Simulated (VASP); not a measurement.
**TaN: single point with PBE**

Crystal: TaN.

```xyz
6
Lattice="5.1707 0.0000 0.0000 -2.5853 4.4779 0.0000 0.0000 0.0000 2.8958" Properties=species:S:1:pos:R:3 pbc="T T T"
Ta    0.0000    0.0000    0.0000
Ta    2.5853    1.4926    1.4479
Ta    0.0000    2.9853    1.4479
N    -1.0182    1.7636    0.0000
N     1.5671    2.7144    0.0000
N     2.0364    0.0000    0.0000
```

```yaml
Program: VASP 6.6.1
Task: single point
Functional: PBE
Potentials_or_basis: VASP PAW PBE potentials, release 64 (Ta_pv, N)
Cutoff: 520 eV
k_mesh: 6 × 6 × 9
Occupations: fermi-dirac, width 0.05 eV
Spin: no spin polarisation
Dipole_correction: no
Further_INCAR_settings: ALGO = Normal; EDIFF = 1e-07; NBANDS = 33
```

```
Pressure               : 10.8 GPa
Largest force          : 0.007 eV/Å
Band gap on the k mesh : zero (band 24 reaches 10.26 eV, above the bottom of band 25 at 7.15 eV)
```

Forces in eV/Å, atoms in the order of the input:
```
Ta   0.000  0.000  0.000
Ta   0.000  0.000  0.000
Ta   0.000  0.000  0.000
N   -0.003  0.006  0.000
N   -0.003 -0.006  0.000
N    0.007  0.000  0.000
```

Stress tensor (GPa, compression positive):
```
10.81  0.00  0.00
 0.00 10.81  0.00
 0.00  0.00 10.67
```

Levels at points of the mesh, in eV from the Fermi level:
```csv
k point,band 22,band 23,band 24,band 25,band 26,band 27
"(0.00, 0.00, 0.00)",-3.34,-1.91,-0.91,-0.91,0.63,0.63
"(0.50, 0.00, 0.00)",-3.91,-2.84,-2.63,1.27,1.87,1.97
```

Wall time 29 s on 1 thread of Intel(R) Xeon(R) 6975P-C (Granite Rapids), on a shared host, peak memory 0.22 GiB.

Caveat: spin-orbit coupling is left out, which moves the levels of the heavy elements.
